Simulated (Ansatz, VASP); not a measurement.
**Two plane-wave programs on HfSiO4**

```
Hf Si O
1.0
    -3.27670    3.27670    2.98225
     3.27670   -3.27670    2.98225
     3.27670    3.27670   -2.98225
Hf Si O
2 2 8
Direct
  0.00000 0.00000 0.00000
  0.75000 0.25000 0.50000
  0.25000 0.75000 0.50000
  0.50000 0.50000 0.00000
  0.13409 0.31920 0.81489
  0.06920 0.75431 0.68511
  0.06920 0.38409 0.31489
  0.50431 0.31920 0.18511
  0.68080 0.49569 0.81489
  0.61591 0.93080 0.68511
  0.24569 0.93080 0.31489
  0.68080 0.86591 0.18511
```

Alike in both runs: task relaxation of cell and atoms; functional PBE; k mesh 4 × 4 × 4; occupations gaussian, width 0.1 eV; no spin polarisation.

```csv
,VASP,Ansatz
version,VASP 6.6.1,Ansatz 0.2.0
potentials or method,"VASP PAW PBE potentials, release 64 (Hf_pv, Si, O), cutoff 600 eV","scalar-relativistic, plane waves, PAW"
valence electrons in the cell,76,108
```

VASP gave:

| Property | Result |
| --- | --- |
| gap on the k mesh at the Fermi level, each at its own relaxed structure (eV) | 5.34 |
| relaxed volume (Å³/atom) | 10.95 |
| relaxed cell length with the largest relative difference (Å) | 5.559 |

Question: What did Ansatz give for the same quantities?

Answer: gap on the k mesh at the Fermi level, each at its own relaxed structure (eV): 5.34; relaxed volume (Å³/atom): 11.05; relaxed cell length with the largest relative difference (Å): 5.577.

VASP's potentials hold 76 valence electrons a cell and Ansatz's 108, so a difference there can come from the potentials and not from the codes.

Neither program's run includes spin-orbit coupling.
